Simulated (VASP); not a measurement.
# LuH3 (P-3c1) in VASP: single point with PBEsol

Aim: the single point of LuH3 with PBEsol.

Program: VASP 6.6.1. These are calculated values, not measurements. Logs are shortened: lines on timing, memory, paths and dates and some standing lists are left out, and cuts for length are marked.

## 1. The cell of the first run

The structure is trigonal, space group P-3c1 (No. 165). Conventional cell: a = 6.095 Å, b = 6.095 Å, c = 6.378 Å, α = 90.00°, β = 90.00°, γ = 120.00°. Within 2.7 Å of Lu (site symmetry 2) lie 11 H at 2.06 to 2.44 Å. H (site symmetry 1) has 8 H at 2.08 to 2.58 Å and 4 Lu at 2.16 to 2.44 Å within 2.8 Å. Within 2.7 Å of H (site symmetry 32) lie 3 Lu at 2.06 Å and 6 H at 2.30 Å. H (site symmetry 3) has 3 Lu at 2.06 Å and 9 H at 2.27 to 2.58 Å within 2.7 Å.

## 2. Single point, PBEsol

The input, INCAR:

```
SYSTEM = LuH3
  ALGO = Normal
  EDIFF = 1E-6
  ENCUT = 520
  GGA = PS
  ISIF = 2
  ISMEAR = 0
  LASPH = .True.
  LCHARG = .False.
  LREAL = Auto
  LWAVE = .False.
  NBANDS = 102
  NELM = 80
  PREC = Accurate
  SIGMA = 0.1
```

The input, KPOINTS:

```
k-points
0
Gamma
  3 3 4
  0 0 0
```

The input, POSCAR:

```
LuH3
1.0
    6.0948424347      0.0000000000      0.0000000000
   -3.0474212174      5.2782883805      0.0000000000
    0.0000000000      0.0000000000      6.3777478800
Lu H
6 18
Direct
    0.6623873300      0.0000000000      0.2500000000
    0.3376126700      0.3376126700      0.2500000000
    0.0000000000      0.6623873300      0.2500000000
    0.6623873300      0.6623873300      0.7500000000
    0.0000000000      0.3376126700      0.7500000000
    0.3376126700      0.0000000000      0.7500000000
    0.3199835000      0.9663259100      0.4105443400
    0.6463424100      0.6800165000      0.4105443400
    0.0336740900      0.3536575900      0.4105443400
    0.3199835000      0.3536575900      0.9105443400
    0.0336740900      0.6800165000      0.9105443400
    0.6463424100      0.9663259100      0.9105443400
    0.6800165000      0.0336740900      0.5894556600
    0.3536575900      0.3199835000      0.5894556600
    0.9663259100      0.6463424100      0.5894556600
    0.6800165000      0.6463424100      0.0894556600
    0.9663259100      0.3199835000      0.0894556600
    0.3536575900      0.0336740900      0.0894556600
    0.0000000000      0.0000000000      0.2500000000
    0.0000000000      0.0000000000      0.7500000000
    0.6666666700      0.3333333300      0.3114689900
    0.6666666700      0.3333333300      0.8114689900
    0.3333333300      0.6666666700      0.6885310100
    0.3333333300      0.6666666700      0.1885310100
```

Potentials or basis: VASP PAW PBE potentials, release 64 (Lu, H).

Launch:

```
$ cat potpaw_PBE.64/Lu/POTCAR potpaw_PBE.64/H/POTCAR > POTCAR
$ mpirun -np 1 vasp_std > vasp.out
```

OUTCAR:

```text
SYSTEM = LuH3
   EDIFF = 1E-6
   ENCUT = 520
   GGA = PS
   ISIF = 2
   ISMEAR = 0
   LASPH = .True.
   LREAL = Auto
   NELM = 80
   PREC = Accurate

 ion  position               nearest neighbor table
   1  0.662  0.000  0.250-  21 2.06  24 2.06  19 2.06  17 2.16   8 2.16  13 2.17  12 2.17   7 2.24
                            18 2.24   3 3.50   3 3.50   2 3.50   2 3.50   2 3.56   3 3.56   6 3.75
   2  0.338  0.338  0.250-  21 2.06  24 2.06  19 2.06   9 2.16  18 2.16  10 2.17  14 2.17  16 2.24
                             8 2.24   3 3.50   1 3.50   3 3.50   1 3.50   1 3.56   3 3.56   4 3.75
   3  0.000  0.662  0.250-  24 2.06  21 2.06  19 2.06   7 2.16  16 2.16  11 2.17  15 2.17  17 2.24
                             9 2.24   1 3.50   2 3.50   1 3.50   2 3.50   2 3.56   1 3.56   5 3.75
   4  0.662  0.662  0.750-  23 2.06  22 2.06  20 2.06  15 2.16  12 2.16  16 2.17   8 2.17  10 2.24
                            14 2.24   5 3.50   6 3.50   5 3.50   6 3.50   6 3.56   5 3.56   2 3.75
   5  0.000  0.338  0.750-  22 2.06  23 2.06  20 2.06  13 2.16  10 2.16  17 2.17   9 2.17  11 2.24
                            15 2.24   6 3.50   4 3.50   6 3.50   4 3.50   4 3.56   6 3.56   3 3.75
   6  0.338  0.000  0.750-  23 2.06  22 2.06  20 2.06  11 2.16  14 2.16   7 2.17  18 2.17  13 2.24
                            12 2.24   5 3.50   5 3.50   4 3.50   4 3.50   4 3.56   5 3.56   1 3.75
   7  0.320  0.966  0.411-   3 2.16   6 2.17   1 2.24
   8  0.646  0.680  0.411-   1 2.16   4 2.17   2 2.24
   9  0.034  0.354  0.411-   2 2.16   5 2.17   3 2.24
  10  0.320  0.354  0.911-   5 2.16   2 2.17   4 2.24
  11  0.034  0.680  0.911-   6 2.16   3 2.17   5 2.24
  12  0.646  0.966  0.911-   4 2.16   1 2.17   6 2.24
[... 10 lines left out ...]
  23  0.333  0.667  0.689-   6 2.06   5 2.06   4 2.06
  24  0.333  0.667  0.189-   3 2.06   1 2.06   2 2.06

  LATTYP: Found a hexagonal cell.
 ALAT       =     6.0948424347
 C/A-ratio  =     1.0464171877

  Lattice vectors:

 A1 = (   6.0948424347,   0.0000000000,   0.0000000000)
 A2 = (  -3.0474212174,   5.2782883805,   0.0000000000)
 A3 = (   0.0000000000,   0.0000000000,   6.3777478800)

Analysis of symmetry for initial positions (statically):
=====================================================================
 Subroutine PRICEL returns:
 Original cell was already a primitive cell.

 Routine SETGRP: Setting up the symmetry group for a
 hexagonal supercell.

 Subroutine GETGRP returns: Found 12 space group operations
 (whereof  6 operations were pure point group operations)
 out of a pool of 24 trial point group operations.

The static configuration has the point symmetry S_6 .
 The point group associated with its full space group is D_3d.

Analysis of symmetry for dynamics (positions and initial velocities):
=====================================================================
 Subroutine PRICEL returns:
[... 152 lines left out ...]
   EMIN   =  10.00;   EMAX   =-10.00  energy-range for DOS
   EFERMI =   0.00;   METHOD = LEGACY
   ISMEAR =     0;   SIGMA  =   0.10  broadening in eV -4-tet -1-fermi 0-gaus
   EFERMI_NEDOS =   21; number of points for ismear=-14 and -15
   IALGO  =     38    algorithm
   IMIX   =      4    mixing-type and parameters
     AMIX     =   0.40;   BMIX     =  1.00
     AMIX_MAG =   1.60;   BMIX_MAG =  1.00
  volume/ion in A,a.u.               =       8.55        57.69
  Fermi-wavevector in a.u.,A,eV,Ry     =   1.531570  2.894248 31.915290  2.345708
  Thomas-Fermi vector in A             =   2.638897
   LORBIT       =      0    0 simple, 1 ext, 2 COOP (PROOUT), +10 PAW based schemes
   GGA     = PS    functional components
   LHFCALC =     F    Hartree Fock is set to
   AEXX    =    0.0000 exact exchange contribution
   IVDW    =     0    specifies the selected vdW correction
   LEPSILON=     F    determine dielectric tensor
   LRPA    =     F    only Hartree local field effects (RPA)
 non-spin polarized calculation
 Gauss-broadening in eV      SIGMA  =   0.10
  energy-cutoff  :      520.00
  volume of cell :      205.17
 maximum number of plane-waves:      5568
 NGX is ok and might be reduce to    48
   NGX = 23   NGY = 23   NGZ = 23

 number of electron     167.9999999 magnetization

 Free energy of the ion-electron system (eV)
  ---------------------------------------------------
  ext. energy  EPLUGINS =         0.00000000
  ---------------------------------------------------
  free energy    TOTEN  =      -104.19284429 eV

  energy without entropy =     -104.18800893  energy(sigma->0) =     -104.19042661

 E-fermi :   2.2820     XC(G=0): -11.2226

 val. band max:        2.2310210812   @ k =   0.0000   0.0000   0.2500
 cond. band min:       2.3329278962   @ k =   0.0000   0.0000   0.2500
 fundamental gap:      0.1019068151
 Fermi energy:         2.2819744887

 k-point     1 :       0.0000    0.0000    0.0000
  band No.  band energies     occupation
      1     -53.6353      2.00000
      2     -53.6258      2.00000
      3     -53.6109      2.00000
      4     -53.6109      2.00000
      5     -53.6104      2.00000
      6     -53.6104      2.00000
[... 979 lines left out ...]
     95       5.8078      0.00000
     96       5.8078      0.00000
 [bands above 96 left out]

------------------------ aborting loop because EDIFF is reached ----------------------------------------

  FORCE on cell =-STRESS in cart. coord.  units (eV):
  Direction    XX          YY          ZZ          XY          YZ          ZX
  --------------------------------------------------------------------------------------
  -------------------------------------------------------------------------------------
  Total       -3.1231717     -3.1231717     -3.0144473      0.0000000      0.0000000     -0.0000000
  in kB      -24.3884110    -24.3884110    -23.5393968      0.0000000      0.0000000     -0.0000000
  external PRESSURE =     -24.1054063 kB  Pullay stress =       0.0000000 kB

 VOLUME and BASIS-vectors are now :
 -----------------------------------------------------------------------------
  energy-cutoff  :      520.00
  volume of cell :      205.17
      direct lattice vectors                 reciprocal lattice vectors
     6.094842435  0.000000000  0.000000000     0.164073150  0.094727678  0.000000000
    -3.047421217  5.278288381  0.000000000     0.000000000  0.189455355  0.000000000
     0.000000000  0.000000000  6.377747880     0.000000000  0.000000000  0.156795160

 POSITION                                       TOTAL-FORCE (eV/Angst)
 -----------------------------------------------------------------------------------
      4.03715      0.00000      1.59444         0.060830      0.000000      0.000000
      1.02885      1.78202      1.59444        -0.030415     -0.052681      0.000000
     -2.01857      3.49627      1.59444        -0.030415      0.052681      0.000000
      2.01857      3.49627      4.78331         0.030415      0.052681      0.000000
     -1.02885      1.78202      4.78331         0.030415     -0.052681      0.000000
      2.05770      0.00000      4.78331        -0.060830      0.000000      0.000000
[... 16 lines left out ...]
     -0.00000      3.51886      4.39128        -0.000000      0.000000     -0.016201
     -0.00000      3.51886      1.20240        -0.000000      0.000000     -0.016201
 -----------------------------------------------------------------------------------
    total drift:                                0.000000      0.000000      0.000000

  FREE ENERGIE OF THE ION-ELECTRON SYSTEM (eV)
  ---------------------------------------------------
  free  energy   TOTEN  =      -104.1928442903 eV

  energy  without entropy=     -104.1880089298  energy(sigma->0) =     -104.19042661
```

stdout:

```text
POSCAR found type information on POSCAR LuH
 POSCAR found :  2 types and      24 ions
 scaLAPACK will be used
 -----------------------------------------------------------------------------
|                                                                             |
|                                                                             |
|     You enforced a specific xc type in the INCAR file but a different       |
|     I HOPE YOU KNOW WHAT YOU ARE DOING!                                     |
|                                                                             |
 -----------------------------------------------------------------------------

 LDA part: xc-table for (Slater+PW92), standard interpolation
 POSCAR, INCAR and KPOINTS ok, starting setup
 FFT: planning ... GRIDC
 FFT: planning ... GRID_SOFT
 FFT: planning ... GRID
 WAVECAR not read
 entering main loop
```

It took 5.3 min on 1 thread of Intel Xeon 6975P-C (Granite Rapids), shared host; peak memory 0.4 GiB.

What came out:

| Item | Value |
| --- | --- |
| Free energy | -104.1928 eV |
| Pressure | -2.4 GPa |
| Largest force | 0.090 eV/Å |
| Band gap on the k mesh | 0.10 eV |

Forces in eV/Å, atoms in the order of the input:
```
Lu   0.061  0.000  0.000
Lu  -0.030 -0.053  0.000
Lu  -0.030  0.053  0.000
Lu   0.030  0.053  0.000
Lu   0.030 -0.053  0.000
Lu  -0.061  0.000  0.000
H    0.015  0.066 -0.059
H    0.050 -0.046 -0.059
H   -0.065 -0.020 -0.059
H    0.065 -0.020 -0.059
H   -0.050 -0.046 -0.059
H   -0.015  0.066 -0.059
H   -0.015 -0.066  0.059
H   -0.050  0.046  0.059
H    0.065  0.020  0.059
H   -0.065  0.020  0.059
H    0.050  0.046  0.059
H    0.015 -0.066  0.059
H    0.000  0.000  0.000
H    0.000  0.000  0.000
H    0.000  0.000  0.016
H    0.000  0.000  0.016
H    0.000  0.000 -0.016
H    0.000  0.000 -0.016
```

Stress tensor (GPa, compression positive):
```
-2.44  0.00  0.00
 0.00 -2.44  0.00
 0.00  0.00 -2.35
```

Caveat: the PAW data sets were made with another functional, which shifts forces and pressure a little; spin-orbit coupling is left out, which moves the levels of the heavy elements; an odd mesh through Γ misses points on the zone boundary, where band edges can lie.
